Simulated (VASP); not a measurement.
# CdSe: single point with PBE-based screened hybrid with 25 % exact exchange

The system is CdSe.

```
Cd Se
1.0
     0.00000    2.85365    2.85365
     2.85365    0.00000    2.85365
     2.85365    2.85365    0.00000
Cd Se
1 1
Direct
  0.00000 0.00000 0.00000
  0.50000 0.50000 0.50000
```

```yaml
Program: VASP 6.6.1
Task: single point
Functional: PBE-based screened hybrid with 25 % exact exchange
Potentials_or_basis: VASP PAW PBE potentials, release 64 (Cd, Se)
Cutoff: 520 eV
k_mesh: 4 × 4 × 4
Occupations: fermi-dirac, width 0.05 eV
Spin: no spin polarisation
Dipole_correction: no
Grid_for_exact_exchange_PRECFOCK: Normal
Share_of_exact_exchange: 0.25
Further_INCAR_settings: ALGO = Normal; EDIFF = 1e-06; NBANDS = 16
Screening_parameter: 0.3 1/Å
```

The pressure is 0.2 GPa and the band gap on the k mesh is 0.23 eV (least direct gap 1.54 eV).

Levels at points of the mesh, in eV from the valence-band top:
```
           k point  band 5  band 6  band 7  band 8  band 9  band 10  band 11  band 12  band 13  band 14
(0.00, 0.00, 0.00)   -9.16   -9.16   -0.57   -0.57   -0.57     0.97     9.46     9.46     9.46    11.03
(0.50, 0.00, 0.00)   -9.02   -9.02   -5.31    0.00    0.00     3.72     6.07     6.07     7.25    12.27
(0.50, 0.50, 0.00)   -8.97   -8.35   -4.43   -2.18   -2.18     0.23     6.07    11.00    11.66    11.66
```

Wall time 15 min on 1 thread of Intel(R) Xeon(R) Platinum 8375C CPU @ 2.90GHz (Ice Lake), on a shared host, peak memory 0.27 GiB.

Caveat: the k points lie up to 0.48 Å⁻¹ apart; the PAW data sets were made with another functional, which shifts forces and pressure a little. A k mesh can miss the band edges.
